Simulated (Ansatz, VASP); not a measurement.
SnO in VASP and in Ansatz

```
Sn O
1.0
     0.00000    2.53697    2.53697
     2.53697    0.00000    2.53697
     2.53697    2.53697    0.00000
Sn O
1 1
Direct
  0.00000 0.00000 0.00000
  0.50000 0.50000 0.50000
```

Alike in both runs: task single point; functional LDA; k mesh 6 × 6 × 6; no spin polarisation.

|  | VASP | Ansatz |
| --- | --- | --- |
| version | VASP 6.6.1 | Ansatz 0.2.0 |
| potentials or method | VASP PAW LDA potentials, release 64 (Sn_d, O) | plane waves |
| plane-wave cutoff (eV) | 600 | 420 |
| occupations | gaussian, width 0.01 eV | fixed |
| valence electrons in the cell | 20 | 20 |

|  | VASP | Ansatz | Ansatz less VASP |
| --- | --- | --- | --- |
| gap on the k mesh at the Fermi level (eV) | 1.03 | 1.02 | -0.012 |
| pressure (GPa) | -4.9 | -5.1 | -0.12 |

LDA's correlation is that of Perdew and Zunger in VASP and of Perdew and Wang (1992) in Ansatz.
